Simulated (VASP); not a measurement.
Input of a VASP 6.6.1 run:

File POSCAR:

```
H2AuF6
1.0
    4.8552490000      0.0000000000      0.0000000000
   -1.0205410000      4.7717830000      0.0000000000
   -0.0593660000     -1.0016810000      4.8193580000
F Au H
6 1 2
Direct
    0.0836000000      0.7671000000      0.6794000000
    0.9164000000      0.2329000000      0.3206000000
    0.3057000000      0.9531000000      0.2026000000
    0.6943000000      0.0469000000      0.7974000000
    0.2282000000      0.3219000000      0.9101000000
    0.7718000000      0.6781000000      0.0899000000
    0.0000000000      0.0000000000      0.0000000000
    0.5392000000      0.4276000000      0.5536000000
    0.4608000000      0.5724000000      0.4464000000
```

INCAR.step1

```
SYSTEM = H2AuF6
PREC = Accurate
ENCUT = 520
ISMEAR = 0
SIGMA = 0.001
LREAL = .FALSE.
LASPH = .TRUE.
NELM = 80
NBANDS = 38
GGA = PE
ALGO = Normal
EDIFF = 1E-4
LWAVE = .TRUE.
LCHARG = .FALSE.
```

File INCAR.step2:

```
SYSTEM = H2AuF6
PREC = Accurate
ENCUT = 520
EDIFF = 1E-6
ISMEAR = 0
SIGMA = 0.001
LREAL = .FALSE.
LASPH = .TRUE.
NELM = 80
ALGO = Normal
ISIF = 2
LWAVE = .FALSE.
LCHARG = .TRUE.
METAGGA = R2SCAN
LMIXTAU = .TRUE.
LELF = .TRUE.
LVHAR = .TRUE.
NBANDS = 38
ISTART = 1
```

File KPOINTS:

```
Automatic mesh
0
Gamma
  4 4 4
  0.5 0 0.5
```

Potentials or basis: VASP PAW PBE potentials, release 64 (F, Au, H).

The run is started by

```bash
$ cat potpaw_PBE.64/F/POTCAR potpaw_PBE.64/Au/POTCAR potpaw_PBE.64/H/POTCAR > POTCAR
$ cp INCAR.step1 INCAR
$ mpirun -np 1 vasp_std > vasp.out
$ cp INCAR.step2 INCAR
$ mpirun -np 1 vasp_std > vasp.out
```

Q: Estimate the band gap on the k mesh.

A: Zero (an odd number of electrons rules out a gap without spin polarisation).

Q: Predict the pressure.

A: 4.6 GPa.

Q: Predict the largest force.

A: 3.465 eV/Å.

Stress tensor (GPa, compression positive):
```
 5.18  1.78 -1.63
 1.78  3.73  1.50
-1.63  1.50  4.83
```

Caveat: the cell stands under pressure; the PAW data sets were made with another functional, which shifts forces and pressure a little; spin-orbit coupling is left out, which moves the levels of the heavy elements; an odd number of electrons without spin polarisation forces a metal; a magnetic or distorted state may lie lower.
